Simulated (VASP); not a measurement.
# HgPt (P4/mmm) in VASP: further runs

Runs on HgPt. Level: LDA. Tasks: electric field gradients.

Program: VASP 6.6.1. These are calculated values, not measurements. Logs are shortened: lines on timing, memory, paths and dates and some standing lists are left out, and cuts for length are marked.

## 1. The cell of the first run

The structure is tetragonal, space group P4/mmm (No. 123). Conventional cell: a = 2.919 Å, b = 2.919 Å, c = 3.850 Å, α = 90.00°, β = 90.00°, γ = 90.00°. Within 3.7 Å of Hg (site symmetry 4/mmm) lie 8 Pt at 2.82 Å and 4 Hg at 2.92 Å. Within 3.7 Å of Pt (site symmetry 4/mmm) lie 8 Hg at 2.82 Å and 4 Pt at 2.92 Å.

## 2. Electric field gradients, LDA (16.41 Å³/atom)

Input file INCAR:

```
SYSTEM = HgPt
ALGO = Normal ; EDIFF = 1E-8
ENCUT = 430 ; GGA_COMPAT = .False.
ISIF = 2 ; ISMEAR = -1
LASPH = .True. ; LCHARG = .False.
LEFG = .True. ; LREAL = .False.
LWAVE = .False. ; NBANDS = 26
NELM = 120 ; PREC = Accurate
SIGMA = 0.05
```

Input file KPOINTS:

```
k-points
0
Gamma
  12 12 9
  0 0 0
```

Input file POSCAR:

```
HgPt
1.0
    2.9193125982      0.0000000000      0.0000000000
    0.0000000000      2.9193125982      0.0000000000
    0.0000000000      0.0000000000      3.8500433994
Hg Pt
1 1
Direct
    0.0000000000      0.0000000000      0.0000000000
    0.5000000000      0.5000000000      0.5000000000
```

Potentials or basis: VASP PAW LDA potentials, release 64 (Hg_sv_GW, Pt_sv_GW).

Started as:

```
cat potpaw_LDA.64/Hg_sv_GW/POTCAR potpaw_LDA.64/Pt_sv_GW/POTCAR > POTCAR
mpirun -np 1 vasp_std > vasp.out
```

OUTCAR:

```text
SYSTEM = HgPt
   EDIFF = 1E-8
   ENCUT = 430
   ISIF = 2
   ISMEAR = -1
   LASPH = .True.
   LREAL = .False.
   NELM = 120
   PREC = Accurate

 ion  position               nearest neighbor table
   1  0.000  0.000  0.000-   2 2.82   2 2.82   2 2.82   2 2.82   2 2.82   2 2.82   2 2.82   2 2.82

   2  0.500  0.500  0.500-   1 2.82   1 2.82   1 2.82   1 2.82   1 2.82   1 2.82   1 2.82   1 2.82

  LATTYP: Found a simple tetragonal cell.
 ALAT       =     2.9193125982
 C/A-ratio  =     1.3188184786

  Lattice vectors:

 A1 = (   2.9193125982,   0.0000000000,   0.0000000000)
 A2 = (   0.0000000000,   2.9193125982,   0.0000000000)
 A3 = (   0.0000000000,   0.0000000000,   3.8500433994)

Analysis of symmetry for initial positions (statically):
=====================================================================
 Subroutine PRICEL returns:
 Original cell was already a primitive cell.

 Routine SETGRP: Setting up the symmetry group for a
 simple tetragonal supercell.

 Subroutine GETGRP returns: Found 16 space group operations
 (whereof 16 operations were pure point group operations)
 out of a pool of 16 trial point group operations.

The static configuration has the point symmetry D_4h.

Analysis of symmetry for dynamics (positions and initial velocities):
=====================================================================
 Subroutine PRICEL returns:
 Original cell was already a primitive cell.

 Routine SETGRP: Setting up the symmetry group for a
 simple tetragonal supercell.

 Subroutine GETGRP returns: Found 16 space group operations
 (whereof 16 operations were pure point group operations)
 out of a pool of 16 trial point group operations.

The dynamic configuration has the point symmetry D_4h.

 Subroutine INISYM returns: Found 16 space group operations
 (whereof 16 operations are pure point group operations),
 and found     1 'primitive' translations

----------------------------------------------------------------------------------------

                                     Primitive cell

  volume of cell :      32.8116

  direct lattice vectors                    reciprocal lattice vectors
     2.919312598  0.000000000  0.000000000     0.342546393  0.000000000  0.000000000
     0.000000000  2.919312598  0.000000000     0.000000000  0.342546393  0.000000000
     0.000000000  0.000000000  3.850043399     0.000000000  0.000000000  0.259737332

  length of vectors
     2.919312598  2.919312598  3.850043399     0.342546393  0.342546393  0.259737332

  position of ions in fractional coordinates (direct lattice)
     0.000000000  0.000000000  0.000000000
     0.500000000  0.500000000  0.500000000

  ion indices of the primitive-cell ions
   primitive index   ion index
                 1           1
                 2           2

----------------------------------------------------------------------------------------

 KPOINTS: k-points

Automatic generation of k-mesh.
 Grid dimensions read from file:
 generate k-points for:   12   12    9

 Generating k-lattice:

  Cartesian coordinates                     Fractional coordinates (reciprocal lattice)
     0.028545533  0.000000000  0.000000000     0.083333333  0.000000000  0.000000000
     0.000000000  0.028545533  0.000000000     0.000000000  0.083333333  0.000000000
     0.000000000  0.000000000  0.028859704     0.000000000  0.000000000  0.111111111

  Length of vectors
     0.028545533  0.028545533  0.028859704

  Shift w.r.t. Gamma in fractional coordinates (k-lattice)
     0.000000000  0.000000000  0.000000000

 Subroutine IBZKPT returns following result:
 ===========================================

 Found    140 irreducible k-points:

 Following reciprocal coordinates:
            Coordinates               Weight
  0.000000  0.000000  0.000000      1.000000
  0.083333  0.000000  0.000000      4.000000
  0.166667  0.000000  0.000000      4.000000
  0.250000  0.000000  0.000000      4.000000
  0.333333  0.000000  0.000000      4.000000
  0.416667  0.000000  0.000000      4.000000
[... 16 lines left out ...]
  0.333333  0.333333  0.000000      4.000000
  0.416667  0.333333  0.000000      8.000000
 [... further k-points ...]
   k-points           NKPTS =    140   k-points in BZ     NKDIM =    140   number of bands    NBANDS=     26
   number of dos      NEDOS =    301   number of ions     NIONS =      2
   total plane-waves  NPLWV =  11200
   dimension x,y,z NGX =    20 NGY =   20 NGZ =   28
   dimension x,y,z NGXF=    40 NGYF=   40 NGZF=   56
   ions per type =               1   1
   NGX,Y,Z   is equivalent  to a cutoff of  11.39, 11.39, 12.09 a.u.
   NGXF,Y,Z  is equivalent  to a cutoff of  22.78, 22.78, 24.18 a.u.
 SYSTEM =  HgPt
   PREC   = accura    normal or accurate (medium, high low for compatibility)
   ISTART =      0    job   : 0-new  1-cont  2-samecut
   ICHARG =      2    charge: 1-file 2-atom 10-const
   ISPIN  =      1    spin polarized calculation?
   LNONCOLLINEAR =      F non collinear calculations
   LSORBIT =      F    spin-orbit coupling
   LASPH  =      T    aspherical Exc in radial PAW
   ENCUT  =  430.0 eV  31.60 Ry    5.62 a.u.   4.94  4.94  6.51*2*pi/ulx,y,z
   NELM   =    120;   NELMIN=  2; NELMDL= -5     # of ELM steps
   EDIFF  = 0.1E-07   stopping-criterion for ELM
   LREAL  =      F    real-space projection
   EDIFFG = 0.1E-06   stopping-criterion for IOM
   NSW    =      0    number of steps for IOM
   IBRION =     -1    ionic relax: 0-MD 1-quasi-New 2-CG
   NFREE  =      0    steps in history (QN), initial steepest desc. (CG)
   ISIF   =      2    stress and relaxation
   ISYM   =      2    0-nonsym 1-usesym 2-fastsym
   POTIM  = 0.5000    time-step for ionic-motion
   TEBEG  =    0.0;   TEEND  =   0.0 temperature during run
   PSTRESS=    0.0 pullay stress
   NELECT =      38.0000    total number of electrons
   NUPDOWN=      -1.0000    fix difference up-down
   EMIN   =  10.00;   EMAX   =-10.00  energy-range for DOS
   EFERMI =   0.00;   METHOD = LEGACY
   ISMEAR =    -1;   SIGMA  =   0.05  broadening in eV -4-tet -1-fermi 0-gaus
   EFERMI_NEDOS =   21; number of points for ismear=-14 and -15
   IALGO  =     38    algorithm
   IMIX   =      4    mixing-type and parameters
     AMIX     =   0.40;   BMIX     =  1.00
     AMIX_MAG =   1.60;   BMIX_MAG =  1.00
  volume/ion in A,a.u.               =      16.41       110.71
  Fermi-wavevector in a.u.,A,eV,Ry     =   1.719203  3.248822 40.214168  2.955658
  Thomas-Fermi vector in A             =   2.795873
   LORBIT       =      0    0 simple, 1 ext, 2 COOP (PROOUT), +10 PAW based schemes
   GGA     = CA    functional components
   LHFCALC =     F    Hartree Fock is set to
   AEXX    =    0.0000 exact exchange contribution
   IVDW    =     0    specifies the selected vdW correction
   LEPSILON=     F    determine dielectric tensor
   LRPA    =     F    only Hartree local field effects (RPA)
 non-spin polarized calculation
  energy-cutoff  :      430.00
  volume of cell :       32.81
 maximum number of plane-waves:       682
 NGX is ok and might be reduce to    20
   NGX =  9   NGY =  9   NGZ = 13

 number of electron      37.9999982 magnetization

 Free energy of the ion-electron system (eV)
  ---------------------------------------------------
  ext. energy  EPLUGINS =         0.00000000
  ---------------------------------------------------
  free energy    TOTEN  =        -8.37253208 eV

  energy without entropy =       -8.36793086  energy(sigma->0) =       -8.37023147

 E-fermi :   9.7208     XC(G=0): -13.8948

 val. band max:        9.7025696894   @ k =   0.0833   0.0833   0.2222
 cond. band min:       9.7848926607   @ k =   0.4167   0.2500   0.3333
 fundamental gap:      0.0823229713
 Fermi energy:         9.7207776528

 k-point     1 :       0.0000    0.0000    0.0000
  band No.  band energies     occupation
      1    -105.1820      2.00000
      2     -87.9899      2.00000
      3     -53.8030      2.00000
      4     -53.8030      2.00000
      5     -53.8025      2.00000
      6     -42.5528      2.00000
[... 18 lines left out ...]
     25      26.1292      0.00000
     26      27.3745      0.00000
[... 644 lines left out ...]
      4     -53.8532      2.00000
      5     -53.7937      2.00000
      6     -42.5720      2.00000
[... 18 lines left out ...]
     25      21.0961      0.00000
     26      21.2841      0.00000

 [... further k-points ...]

------------------------ aborting loop because EDIFF is reached ----------------------------------------

  FORCE on cell =-STRESS in cart. coord.  units (eV):
  Direction    XX          YY          ZZ          XY          YZ          ZX
  --------------------------------------------------------------------------------------
  -------------------------------------------------------------------------------------
  Total        0.2234067      0.2234067      0.0582723      0.0000000     -0.0000000      0.0000000
  in kB       10.9088725     10.9088725      2.8454185      0.0000000     -0.0000000      0.0000000
  external PRESSURE =       8.2210545 kB  Pullay stress =       0.0000000 kB

 VOLUME and BASIS-vectors are now :
 -----------------------------------------------------------------------------
  energy-cutoff  :      430.00
  volume of cell :       32.81
      direct lattice vectors                 reciprocal lattice vectors
     2.919312598  0.000000000  0.000000000     0.342546393  0.000000000  0.000000000
     0.000000000  2.919312598  0.000000000     0.000000000  0.342546393  0.000000000
     0.000000000  0.000000000  3.850043399     0.000000000  0.000000000  0.259737332

 POSITION                                       TOTAL-FORCE (eV/Angst)
 -----------------------------------------------------------------------------------
      0.00000      0.00000      0.00000         0.000000      0.000000      0.000000
      1.45966      1.45966      1.92502         0.000000      0.000000      0.000000
 -----------------------------------------------------------------------------------
    total drift:                                0.000000      0.000000      0.000000

  FREE ENERGIE OF THE ION-ELECTRON SYSTEM (eV)
  ---------------------------------------------------
  free  energy   TOTEN  =        -8.3725320821 eV

  energy  without entropy=       -8.3679308650  energy(sigma->0) =       -8.37023147

 Electric field gradients (V/A^2)
---------------------------------------------------------------------
 ion       V_xx      V_yy      V_zz      V_xy      V_xz      V_yz
---------------------------------------------------------------------
   1      60.938    60.938  -121.875    -0.000    -0.000    -0.000
   2     -66.720   -66.720   133.439     0.000    -0.000    -0.000
---------------------------------------------------------------------

 Electric field gradients after diagonalization (V/A^2)
 (convention: |V_zz| > |V_xx| > |V_yy|)
----------------------------------------------------------------------
 ion       V_xx      V_yy      V_zz     asymmetry (V_yy - V_xx)/ V_zz
----------------------------------------------------------------------
   1      60.938    60.938  -121.875       0.000
   2     -66.720   -66.720   133.439       0.000
----------------------------------------------------------------------

           NMR quadrupolar parameters

 Cq : quadrupolar parameter    Cq=e*Q*V_zz/h
 eta: asymmetry parameters     (V_yy - V_xx)/ V_zz
 Q  : nuclear electric quadrupole moment in mb (millibarn)
----------------------------------------------------------------------
 ion       Cq(MHz)       eta       Q (mb)
----------------------------------------------------------------------
   1      -0.295       0.000       1.000
   2       0.323       0.000       1.000
----------------------------------------------------------------------
```

Wall time 49 s (1 thread of Intel Xeon Platinum 8559C (Emerald Rapids), shared host); peak memory 0.22 GiB.

Results:

```
Free energy                             : -8.3725 eV
Pressure                                : 0.8 GPa
Band gap on the k mesh                  : zero (bands 19 and 20 overlap by 3.77 eV)
Largest electric field gradient by atom : Hg -121.9; Pt +133.4 V/Å²
```

Levels at points of the mesh, in eV from the Fermi level:
```tsv
k point	band 17	band 18	band 19	band 20	band 21	band 22
(0.00, 0.00, 0.00)	-1.18	-1.18	-0.87	1.20	6.71	8.62
(0.50, 0.00, 0.00)	-3.40	-2.48	-1.79	0.96	8.70	9.63
(0.50, 0.50, 0.00)	-1.43	-0.14	-0.14	0.07	4.36	5.79
```

Electric field gradients, principal values (V/Å²):
```
atom    least   middle  greatest (by size)
1 Hg   60.938   60.938            -121.875
2 Pt  -66.720  -66.720             133.439
```

Caveat: without QUAD_EFG the Cq values of the log hold for a quadrupole moment of 1 mb, not for the nuclei; spin-orbit coupling is left out, which moves the levels of the heavy elements.

(Continued in part 2 of 2.)

The gap in the log of VASP goes by the Fermi energy; the results here count the filled bands.